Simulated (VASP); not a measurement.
# As (P6_3/mmc) in VASP: notebook

The runs below take As through relaxation of cell and atoms, single point, with PBE.

Program: VASP 6.6.1. These are calculated values, not measurements. Logs are shortened: lines on timing, memory, paths and dates and some standing lists are left out, and cuts for length are marked.

### Step 1. The cell of the first run

The structure is hexagonal, space group P6_3/mmc (No. 194). Conventional cell: a = 3.053 Å, b = 3.053 Å, c = 4.763 Å, α = 90.00°, β = 90.00°, γ = 120.00°. As (site symmetry -6m2) has 12 As at 2.96 to 3.05 Å within 3.9 Å.

This isn't the form of As at room conditions, which is rhombohedral.

### Step 2. Relaxation of cell and atoms, PBE

The input, INCAR:

```
SYSTEM = As
PREC     = Accurate       ! precision mode
ENCUT    = 600            ! plane-wave cutoff, eV
EDIFF    = 1E-7           ! SCF threshold, eV
ISMEAR   = -1             ! smearing method
SIGMA    = 0.05           ! smearing width, eV
LREAL    = .FALSE.        ! projectors in reciprocal space
LASPH    = .TRUE.         ! aspherical terms in the spheres
NELM     = 60             ! most SCF steps
ALGO     = Normal         ! electronic algorithm
ISIF     = 3              ! what is computed and relaxed
LWAVE    = .FALSE.        ! write WAVECAR
LCHARG   = .FALSE.        ! write CHGCAR
GGA      = PE             ! functional
IBRION   = 2              ! ionic algorithm
NSW      = 45             ! ionic steps
EDIFFG   = -0.005         ! ionic threshold
```

The input, KPOINTS:

```
regular mesh
0
G
  16 16 9
  0 0 0
```

The input, POSCAR:

```
As
1.0
    3.0532622704      0.0000000000      0.0000000000
   -1.5266311352      2.6442026906      0.0000000000
    0.0000000000      0.0000000000      4.7628345834
As
2
Direct
    0.3333333333      0.6666666667      0.2500000000
    0.6666666667      0.3333333333      0.7500000000
```

Potentials or basis: VASP PAW PBE potentials, release 64 (As).

Command:

```console
cat potpaw_PBE.64/As/POTCAR > POTCAR
mpirun -np 1 vasp_std > vasp.out
```

OUTCAR:

```text
SYSTEM = As
   PREC = Accurate
   ENCUT = 600
   EDIFF = 1E-7
   ISMEAR = -1
   LREAL = .FALSE.
   LASPH = .TRUE.
   NELM = 60
   ISIF = 3
   GGA = PE
   IBRION = 2
   NSW = 45
   EDIFFG = -0.005

 ion  position               nearest neighbor table
   1  0.333  0.667  0.250-
   2  0.667  0.333  0.750-

  LATTYP: Found a hexagonal cell.
 ALAT       =     3.0532622704
 C/A-ratio  =     1.5599166274

  Lattice vectors:

 A1 = (   3.0532622704,   0.0000000000,   0.0000000000)
 A2 = (  -1.5266311352,   2.6442026906,   0.0000000000)
 A3 = (   0.0000000000,   0.0000000000,   4.7628345834)

Analysis of symmetry for initial positions (statically):
=====================================================================
 Subroutine PRICEL returns:
 Original cell was already a primitive cell.

 Routine SETGRP: Setting up the symmetry group for a
 hexagonal supercell.

 Subroutine GETGRP returns: Found 24 space group operations
 (whereof 12 operations were pure point group operations)
 out of a pool of 24 trial point group operations.

The static configuration has the point symmetry D_3d.
 The point group associated with its full space group is D_6h.

Analysis of symmetry for dynamics (positions and initial velocities):
=====================================================================
 Subroutine PRICEL returns:
 Original cell was already a primitive cell.

 Routine SETGRP: Setting up the symmetry group for a
 hexagonal supercell.

 Subroutine GETGRP returns: Found 24 space group operations
 (whereof 12 operations were pure point group operations)
 out of a pool of 24 trial point group operations.

The dynamic configuration has the point symmetry D_3d.
 The point group associated with its full space group is D_6h.

 Subroutine INISYM returns: Found 24 space group operations
 (whereof 12 operations are pure point group operations),
 and found     1 'primitive' translations

----------------------------------------------------------------------------------------

                                     Primitive cell

  volume of cell :      38.4525
[... 148 lines left out ...]
  in kB        0.5631431      0.5631431      0.7641683      0.0000000      0.0000000      0.0000000
  external PRESSURE =       0.6301515 kB  Pullay stress =       0.0000000 kB

 VOLUME and BASIS-vectors are now :
 -----------------------------------------------------------------------------
  energy-cutoff  :      600.00
  volume of cell :       38.45
      direct lattice vectors                 reciprocal lattice vectors
     3.053262270  0.000000000  0.000000000     0.327518540  0.189092917  0.000000000
    -1.526631135  2.644202691  0.000000000     0.000000000  0.378185834  0.000000000
     0.000000000  0.000000000  4.762834583     0.000000000  0.000000000  0.209959003

 POSITION                                       TOTAL-FORCE (eV/Angst)
 -----------------------------------------------------------------------------------
     -0.00000      1.76280      1.19071        -0.000000      0.000000      0.000000
      1.52663      0.88140      3.57213         0.000000     -0.000000      0.000000
 -----------------------------------------------------------------------------------
    total drift:                                0.000000     -0.000000      0.000000

  FREE ENERGIE OF THE ION-ELECTRON SYSTEM (eV)
  ---------------------------------------------------
  free  energy   TOTEN  =        -8.3440607445 eV

  energy  without entropy=       -8.3358828730  energy(sigma->0) =       -8.33997181

--------------------------------------- Ionic step        2  -------------------------------------------

 number of electron       9.9999999 magnetization

 Free energy of the ion-electron system (eV)
  ---------------------------------------------------
  ext. energy  EPLUGINS =         0.00000000
  ---------------------------------------------------
  free energy    TOTEN  =        -8.34406467 eV

  energy without entropy =       -8.33586775  energy(sigma->0) =       -8.33996621

 E-fermi :   6.4477     XC(G=0): -10.7271

 val. band max:        6.4266711276   @ k =   0.4375   0.0625   0.0000
 cond. band min:       6.4563382617   @ k =   0.2500   0.2500   0.2222
 fundamental gap:      0.0296671342
 Fermi energy:         6.4476612813

 k-point     1 :       0.0000    0.0000    0.0000
  band No.  band energies     occupation
      1      -8.6385      2.00000
      2      -3.7929      2.00000
      3      -0.1512      2.00000
      4       9.7900      0.00000
      5       9.7900      0.00000
      6      11.6397      0.00000
      7      11.6397      0.00000
      8      12.7487      0.00000
      9      15.0459      0.00000
[... 265 lines left out ...]
 k-point    24 :       0.2500    0.1875    0.0000
  band No.  band energies     occupation
      1      -5.8812      2.00000
      2      -2.2261      2.00000
      3       2.5720      2.00000
      4       2.6727      2.00000
      5       3.5480      2.00000
      6       6.6165      0.06611
      7       8.2376      0.00000
      8       8.2989      0.00000
      9      13.2738      0.00000

 [... further k-points ...]

------------------------ aborting loop because EDIFF is reached ----------------------------------------

  FORCE on cell =-STRESS in cart. coord.  units (eV):
  Direction    XX          YY          ZZ          XY          YZ          ZX
  --------------------------------------------------------------------------------------
  -------------------------------------------------------------------------------------
  Total       -0.0068643     -0.0068643     -0.0044595     -0.0000000      0.0000000      0.0000000
  in kB       -0.2856962     -0.2856962     -0.1856067     -0.0000000      0.0000000      0.0000000
  external PRESSURE =      -0.2523330 kB  Pullay stress =       0.0000000 kB

 VOLUME and BASIS-vectors are now :
 -----------------------------------------------------------------------------
  energy-cutoff  :      600.00
  volume of cell :       38.49
      direct lattice vectors                 reciprocal lattice vectors
     3.054257671  0.000000000  0.000000000     0.327411799  0.189031291  0.000000000
    -1.527128835  2.645064733 -0.000000000     0.000000000  0.378062581  0.000000000
     0.000000000  0.000000000  4.764941607    -0.000000000  0.000000000  0.209866160

 POSITION                                       TOTAL-FORCE (eV/Angst)
 -----------------------------------------------------------------------------------
     -0.00000      1.76338      1.19124         0.000000      0.000000      0.000000
      1.52713      0.88169      3.57371        -0.000000     -0.000000      0.000000
 -----------------------------------------------------------------------------------
    total drift:                                0.000000     -0.000000      0.000000

  FREE ENERGIE OF THE ION-ELECTRON SYSTEM (eV)
  ---------------------------------------------------
  free  energy   TOTEN  =        -8.3440646661 eV

  energy  without entropy=       -8.3358677519  energy(sigma->0) =       -8.33996621

 reached required accuracy - stopping structural energy minimisation
```

OSZICAR:

```text
N       E                     dE             d eps       ncg     rms          rms(c)
DAV:   1     0.317948505691E+02    0.31795E+02   -0.47524E+03  2700   0.105E+03
DAV:   2    -0.714832305038E+01   -0.38943E+02   -0.38004E+02  4273   0.125E+02
DAV:   3    -0.834503465574E+01   -0.11967E+01   -0.11827E+01  3102   0.266E+01
DAV:   4    -0.835374514540E+01   -0.87105E-02   -0.86503E-02  3181   0.196E+00
DAV:   5    -0.835376238121E+01   -0.17236E-04   -0.17231E-04  2946   0.901E-02    0.264E+00
DAV:   6    -0.834694198193E+01    0.68204E-02   -0.47524E-03  2856   0.457E-01    0.154E+00
DAV:   7    -0.834402934851E+01    0.29126E-02   -0.90198E-03  2819   0.634E-01    0.635E-02
DAV:   8    -0.834406130586E+01   -0.31957E-04   -0.11157E-04  2863   0.971E-02    0.107E-02
DAV:   9    -0.834406143879E+01   -0.13293E-06   -0.11377E-06  3490   0.949E-03    0.365E-03
DAV:  10    -0.834406078513E+01    0.65366E-06   -0.32526E-07  2885   0.433E-03    0.414E-04
DAV:  11    -0.834406074451E+01    0.40626E-07   -0.77734E-09  1540   0.809E-04
   1 F= -.83440607E+01 E0= -.83399718E+01  d E =-.834406E+01
       N       E                     dE             d eps       ncg     rms          rms(c)
DAV:   1    -0.834408167775E+01   -0.20893E-04   -0.51528E-04  2774   0.138E-01    0.191E-02
DAV:   2    -0.834407036658E+01    0.11311E-04   -0.80750E-06  2812   0.235E-02    0.104E-02
DAV:   3    -0.834406459833E+01    0.57683E-05   -0.10595E-05  2768   0.196E-02    0.211E-03
DAV:   4    -0.834406466607E+01   -0.67737E-07   -0.34784E-08  1637   0.197E-03
   2 F= -.83440647E+01 E0= -.83399662E+01  d E =-.392156E-05
```

CONTCAR:

```text
As
   1.00000000000000
     3.0542576708193780    0.0000000000000000    0.0000000000000000
    -1.5271288354096890    2.6450647326501358   -0.0000000000000000
     0.0000000000000000    0.0000000000000000    4.7649416073613855
  As
     2
Direct
     0.3333333332999970    0.6666666667000030    0.2500000000000000
     0.6666666667000030    0.3333333332999970    0.7500000000000000

  0.00000000E+00  0.00000000E+00  0.00000000E+00
  0.00000000E+00  0.00000000E+00  0.00000000E+00
```

Run time: 23 s. Hardware: 1 thread of Intel Xeon 6975P-C (Granite Rapids), shared host; peak memory 0.2 GiB.

What came out:

```yaml
Free_energy: -8.3441 eV
Relaxed_volume: 19.25 Å³/atom
Relaxed_cell: a = 3.054 Å, b = 3.054 Å, c = 4.765 Å, α = 90.00°, β = 90.00°, γ = 120.00°
Space_group_after_relaxing_to_0.1_Å: P6_3/mmc (No. 194)
Energy_gained_by_relaxing: 0.0 meV/atom
Ionic_steps: 2
Pressure_after_relaxing: 0.0 GPa
Band_gap_on_the_k_mesh: zero (bands 5 and 6 overlap by 7.30 eV)
```

Final structure:
```
As
1.0
     3.05426    0.00000    0.00000
    -1.52713    2.64506    0.00000
     0.00000    0.00000    4.76494
As
2
Direct
  0.33333 0.66667 0.25000
  0.66667 0.33333 0.75000
```

### Step 3. Single point, PBE

The input, INCAR:

```
  ALGO = Normal
  EDIFF = 1E-6
  ENCUT = 520
  GGA = PE
  ISIF = 2
  ISMEAR = -1
  LASPH = T
  LCHARG = F
  LREAL = F
  LWAVE = F
  NBANDS = 12
  NELM = 80
  PREC = Accurate
  SIGMA = 0.05
```

The input, KPOINTS:

```
k-points
0
Gamma
  16 16 9
```

POSCAR is that of step 2.

Potentials or basis: VASP PAW PBE potentials, release 64 (As).

Command:

```console
cat potpaw_PBE.64/As/POTCAR > POTCAR
mpirun -np 1 vasp_std > vasp.out
```

Wall time 53 s (1 thread of Intel Xeon 8259CL, shared host); peak memory 0.19 GiB.

It converged, with:

```yaml
Free_energy: -8.3440 eV
Pressure: 0.1 GPa
Band_gap_on_the_k_mesh: zero (bands 5 and 6 overlap by 7.31 eV)
```

Levels at points of the mesh, in eV from the Fermi level:
| k point | band 1 | band 2 | band 3 | band 4 | band 5 | band 6 | band 7 | band 8 | band 9 | band 10 |
| --- | --- | --- | --- | --- | --- | --- | --- | --- | --- | --- |
| (0.00, 0.00, 0.00) | -15.10 | -10.24 | -6.61 | 3.35 | 3.35 | 5.20 | 5.20 | 6.31 | 8.60 | 11.40 |
| (0.50, 0.00, 0.00) | -11.14 | -9.55 | -4.82 | -3.10 | -2.64 | -0.19 | 0.10 | 4.01 | 5.08 | 9.21 |

### Step 4. Single point, PBE

This run uses another cell than the first one, of 19.29 Å³/atom.

The input, INCAR:

```
SYSTEM = As
PREC = Accurate
ENCUT = 520
EDIFF = 1E-6
ISMEAR = -1
SIGMA = 0.05
LREAL = .FALSE.
LASPH = .TRUE.
NELM = 80
ALGO = Normal
ISIF = 2
LWAVE = .FALSE.
LCHARG = .FALSE.
GGA = PE
NBANDS = 12
```

The input, KPOINTS:

```
regular mesh
0
G
  16 16 9
  0 0 0
```

The input, POSCAR:

```
As
1.0
    3.0632956369      0.0000000000      0.0000000000
   -1.5316478184      2.6528918408      0.0000000000
    0.0000000000      0.0000000000      4.7467317727
As
2
Direct
    0.3333333333      0.6666666667      0.2500000000
    0.6666666667      0.3333333333      0.7500000000
```

Potentials or basis: VASP PAW PBE potentials, release 64 (As).

Command:

```console
cat potpaw_PBE.64/As/POTCAR > POTCAR
mpirun -np 1 vasp_std > vasp.out
```

OUTCAR:

```text
SYSTEM = As
   PREC = Accurate
   ENCUT = 520
   EDIFF = 1E-6
   ISMEAR = -1
   LREAL = .FALSE.
   LASPH = .TRUE.
   NELM = 80
   ISIF = 2
   GGA = PE

 ion  position               nearest neighbor table
   1  0.333  0.667  0.250-
   2  0.667  0.333  0.750-

  LATTYP: Found a hexagonal cell.
 ALAT       =     3.0632956369
 C/A-ratio  =     1.5495506589

  Lattice vectors:

 A1 = (   3.0632956369,   0.0000000000,   0.0000000000)
 A2 = (  -1.5316478184,   2.6528918408,   0.0000000000)
 A3 = (   0.0000000000,   0.0000000000,   4.7467317727)

Analysis of symmetry for initial positions (statically):
=====================================================================
 Subroutine PRICEL returns:
 Original cell was already a primitive cell.

 Routine SETGRP: Setting up the symmetry group for a
 hexagonal supercell.

 Subroutine GETGRP returns: Found 24 space group operations
 (whereof 12 operations were pure point group operations)
 out of a pool of 24 trial point group operations.

The static configuration has the point symmetry D_3d.
[... 176 lines left out ...]
      3      -0.1418      2.00000
      4       9.6770      0.00000
      5       9.6770      0.00000
      6      11.5534      0.00000
      7      11.5534      0.00000
      8      12.7833      0.00000
      9      14.9090      0.00000
     10      17.7541      0.00000
     11      18.2527      0.00000
     12      18.2527      0.00000
[... 331 lines left out ...]
 k-point    24 :       0.2500    0.1875    0.0000
  band No.  band energies     occupation
      1      -5.9107      2.00000
      2      -2.2401      2.00000
      3       2.5596      2.00000
      4       2.6617      2.00000
      5       3.5092      2.00000
      6       6.6132      0.03529
      7       8.2393      0.00000
      8       8.2582      0.00000
      9      13.2488      0.00000
     10      16.0142      0.00000
     11      18.2556      0.00000
     12      19.9782      0.00000

 [... further k-points ...]

------------------------ aborting loop because EDIFF is reached ----------------------------------------

  FORCE on cell =-STRESS in cart. coord.  units (eV):
  Direction    XX          YY          ZZ          XY          YZ          ZX
  --------------------------------------------------------------------------------------
  -------------------------------------------------------------------------------------
  Total       -0.0756599     -0.0756599      0.0181543     -0.0000000      0.0000000      0.0000000
  in kB       -3.1424829     -3.1424829      0.7540282     -0.0000000      0.0000000      0.0000000
  external PRESSURE =      -1.8436459 kB  Pullay stress =       0.0000000 kB

 VOLUME and BASIS-vectors are now :
 -----------------------------------------------------------------------------
  energy-cutoff  :      520.00
  volume of cell :       38.57
      direct lattice vectors                 reciprocal lattice vectors
     3.063295637  0.000000000  0.000000000     0.326445802  0.188473571  0.000000000
    -1.531647818  2.652891841  0.000000000     0.000000000  0.376947143  0.000000000
     0.000000000  0.000000000  4.746731773     0.000000000  0.000000000  0.210671268

 POSITION                                       TOTAL-FORCE (eV/Angst)
 -----------------------------------------------------------------------------------
     -0.00000      1.76859      1.18668        -0.000000      0.000000      0.000000
      1.53165      0.88430      3.56005         0.000000      0.000000      0.000000
 -----------------------------------------------------------------------------------
    total drift:                               -0.000000      0.000000      0.000000

  FREE ENERGIE OF THE ION-ELECTRON SYSTEM (eV)
  ---------------------------------------------------
  free  energy   TOTEN  =        -8.3437392371 eV

  energy  without entropy=       -8.3350935017  energy(sigma->0) =       -8.33941637
```

stdout:

```text
POSCAR found type information on POSCAR As
 POSCAR found :  1 types and       2 ions
 scaLAPACK will be used
 LDA part: xc-table for (Slater+PW92), standard interpolation
 POSCAR, INCAR and KPOINTS ok, starting setup
 FFT: planning ... GRIDC
 FFT: planning ... GRID_SOFT
 FFT: planning ... GRID
 WAVECAR not read
 entering main loop
```

Run time: 50 s. Hardware: 1 thread of Intel Xeon 8259CL, shared host; peak memory 0.19 GiB.

Results:

* Free energy: -8.3437 eV
* Pressure: -0.2 GPa
* Band gap on the k mesh: zero (bands 5 and 6 overlap by 7.20 eV)

Stress tensor (GPa, compression positive):
```
-0.31  0.00  0.00
 0.00 -0.31  0.00
 0.00  0.00  0.08
```

### Step 5. The runs side by side

```csv
task,cell,cutoff (eV),gap on the mesh (eV),pressure (GPa)
relaxation of cell and atoms,"relaxed from a = 3.053, b = 3.053, c = 4.763 Å, angles 90.0, 90.0, 120.0°, 2 atoms",600,none,0.0
single point,"a = 3.053, b = 3.053, c = 4.763 Å, angles 90.0, 90.0, 120.0°, 2 atoms",520,none,0.1
single point,"a = 3.063, b = 3.063, c = 4.747 Å, angles 90.0, 90.0, 120.0°, 2 atoms",520,none,-0.2
```

Alike in all rows: level PBE; potentials or basis VASP PAW PBE potentials, release 64 (As); no spin polarisation; k mesh 16 × 16 × 9; smearing fermi-dirac 0.05 eV.

Absolute energies hang on the potentials; compare differences alone.
